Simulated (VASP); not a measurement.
Here is a VASP 6.6.1 calculation.

File INCAR:

```
  ALGO = Normal
  EDIFF = 1E-7
  ENCUT = 520
  GGA = PS
  ISIF = 2
  ISMEAR = -1
  LASPH = True
  LCHARG = False
  LREAL = False
  LWAVE = False
  NBANDS = 30
  NELM = 100
  PREC = Accurate
  SIGMA = 0.05
```

Contents of KPOINTS:

```
k-points
0
Gamma
  4 4 4
```

POSCAR

```
LiScCl4
1.0
    0.0058401034      3.5383348762      3.5383979608
    5.4892795825     -0.0024143319      3.5315992888
    5.4862498884      3.5358775256     -0.0067561301
Li Sc Cl
1 1 4
Direct
    0.3301689362      0.3348839104      0.1684113490
    0.0800091676      0.0847114757     -0.0814378375
    0.2993030018      0.8655198690      0.6991173218
    0.8608689991      0.3040766697      0.1378108180
    0.5657585864      0.0990252055      0.9327152154
    0.0942592879      0.5705064916      0.4043421334
```

Potentials or basis: VASP PAW PBE potentials, release 64 (Li_sv, Sc_sv, Cl).

The run is started by

```bash
$ cat potpaw_PBE.64/Li_sv/POTCAR potpaw_PBE.64/Sc_sv/POTCAR potpaw_PBE.64/Cl/POTCAR > POTCAR
$ mpirun -np 1 vasp_std > vasp.out
```

Estimate the largest force.

0.032 eV/Å.

Estimate the band gap on the k mesh.

2.59 eV (least direct gap 2.87 eV).

Forces on the atoms (eV/Å):
```
Li   0.000  0.000  0.000
Sc   0.000  0.000  0.000
Cl  -0.031  0.001  0.000
Cl   0.032 -0.001 -0.001
Cl   0.000  0.002  0.001
Cl  -0.001 -0.001  0.001
```

Caveat: the PAW data sets were made with another functional, which shifts forces and pressure a little. A k mesh can miss the band edges.
